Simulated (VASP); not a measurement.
A run of VASP 6.6.1:

File INCAR:

```
PREC     = Accurate       # precision mode
ENCUT    = 600            # plane-wave cutoff, eV
EDIFF    = 1E-6           # SCF threshold, eV
ISMEAR   = -1             # smearing method
SIGMA    = 0.02           # smearing width, eV
LREAL    = F              # projectors in reciprocal space
LASPH    = T              # aspherical terms in the spheres
NELM     = 100            # most SCF steps
ALGO     = Normal         # electronic algorithm
ISIF     = 3              # what is computed and relaxed
LWAVE    = F              # write WAVECAR
LCHARG   = F              # write CHGCAR
GGA      = PE             # functional
IBRION   = 2              # ionic algorithm
NSW      = 80             # ionic steps
EDIFFG   = -0.005         # ionic threshold
```

File KPOINTS:

```
Automatic mesh
0
Gamma
  6 6 4
```

Contents of POSCAR:

```
Sr2SeO
1.0
    4.0795344872      0.0000000000      0.0000000000
    0.0000000000      4.0795344872      0.0000000000
    0.0000000000      0.0000000000      5.7693330000
O Sr Se
1 2 1
Direct
    0.0000000000      0.0000000000      0.0000000000
    0.0000000000      0.0000000000      0.5000000000
    0.5000000000      0.5000000000      0.0000000000
    0.5000000000      0.5000000000      0.5000000000
```

Potentials or basis: VASP PAW PBE potentials, release 64 (O, Sr_sv, Se).

Launch:

```sh
$ cat potpaw_PBE.64/O/POTCAR potpaw_PBE.64/Sr_sv/POTCAR potpaw_PBE.64/Se/POTCAR > POTCAR
$ mpirun -np 1 vasp_std > vasp.out
```

Hardware: 1 thread of Intel(R) Xeon(R) 6975P-C (Granite Rapids) (shared host).

Problem. How long does it take, and how much memory?

Solution. Run time: 86 s on 1 thread of Intel(R) Xeon(R) 6975P-C (Granite Rapids), on a shared host, peak memory 0.29 GiB. Counts: scf iterations 35, k points 30, ion steps 3.
